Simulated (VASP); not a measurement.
Crystal: SiNi.

```
CELL_PARAMETERS angstrom
5.17310 0.00000 0.00000
0.00000 3.33810 0.00000
0.00000 0.00000 5.60490
ATOMIC_POSITIONS crystal
Ni 0.99221 0.75000 0.81248
Ni 0.50779 0.25000 0.31248
Ni 0.49221 0.75000 0.68752
Ni 0.00779 0.25000 0.18752
Si 0.67872 0.25000 0.91750
Si 0.82128 0.75000 0.41750
Si 0.17872 0.25000 0.58250
Si 0.32128 0.75000 0.08250
```

Base run:

- Program: VASP 6.6.1
- Functional: RPBE
- Potentials or basis: VASP PAW PBE potentials, release 64 (Ni, Si)
- Cutoff: 520 eV
- k mesh: 5 × 8 × 5
- Occupations: fermi-dirac, width 0.05 eV
- Spin: collinear spin, ferromagnetic start
- Starting moments: [1.0, 1.0, 1.0, 1.0, 0.0, 0.0, 0.0, 0.0] μB

Its results: band gap on the k mesh zero (filled and empty bands overlap); pressure 5.1 GPa; net moment 0.00 μB per cell; largest force 0.080 eV/Å.

The run is repeated on the same cell with these changes: functional from RPBE to r2SCAN. What comes out?

Band gap on the k mesh zero (filled and empty bands overlap); pressure -3.2 GPa; net moment 0.00 μB per cell; largest force 0.141 eV/Å.

Caveats: the moments typed at the start vanished in this run; the PAW data sets were made with another functional, which shifts forces and pressure a little; the cell stands under pressure (at least some runs); the cell stands under tension (at least some runs).
